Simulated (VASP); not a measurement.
Write the native input for VASP 6.6.1 that does the following.

| Quantity | Value |
| --- | --- |
| Task | single point |
| Functional | PBEsol |
| Potentials or basis | VASP PAW PBE potentials, release 64 (Ba_sv) |
| Cutoff | 520 eV |
| k mesh | 14 × 14 × 14 |
| Occupations | gaussian, width 0.15 eV |
| Spin | no spin polarisation |
| Dipole correction | no |
| Further INCAR settings | ALGO = Fast; EDIFF = 1e-06; NBANDS = 11 |

The structure of Ba lies in POSCAR:

```
Ba
1.0
   -2.6250000000      2.6250000000      2.5625000000
    2.6250000000     -2.6250000000      2.5625000000
    2.6250000000      2.6250000000     -2.5625000000
Ba
1
Direct
    0.0000000000      0.0000000000      0.0000000000
```

This cell differs from its parent crystal: strain +0.050 along x and y, +0.025 along z.

The input as run:

INCAR

```
SYSTEM = Ba
PREC     = Accurate       ! precision mode
ENCUT    = 520            ! plane-wave cutoff, eV
EDIFF    = 1E-6           ! SCF threshold, eV
ISMEAR   = 0              ! smearing method
SIGMA    = 0.15           ! smearing width, eV
LREAL    = .FALSE.        ! projectors in reciprocal space
LASPH    = .TRUE.         ! aspherical terms in the spheres
NELM     = 80             ! most SCF steps
ALGO     = Fast           ! electronic algorithm
ISIF     = 2              ! what is computed and relaxed
LWAVE    = .FALSE.        ! write WAVECAR
LCHARG   = .FALSE.        ! write CHGCAR
GGA      = PS             ! functional
NBANDS   = 11             ! bands
```

KPOINTS

```
Automatic mesh
0
G
  14 14 14
  0 0 0
```

Potentials or basis: VASP PAW PBE potentials, release 64 (Ba_sv).

Run with:

```console
$ cat potpaw_PBE.64/Ba_sv/POTCAR > POTCAR
$ mpirun -np 1 vasp_std > vasp.out
```

Results of the run:

| Quantity | Value |
| --- | --- |
| Pressure | -1.3 GPa |
| Band gap on the k mesh | zero (bands 5 and 6 overlap by 0.74 eV) |

Caveat: the cell differs from its parent crystal (strain +0.050 along x and y, +0.025 along z); the PAW data sets were made with another functional, which shifts forces and pressure a little; spin-orbit coupling is left out, which moves the levels of the heavy elements.

Run time: 110 s on 1 thread of Intel(R) Xeon(R) Platinum 8488C (Sapphire Rapids), with other jobs on the host, peak memory 0.34 GiB.
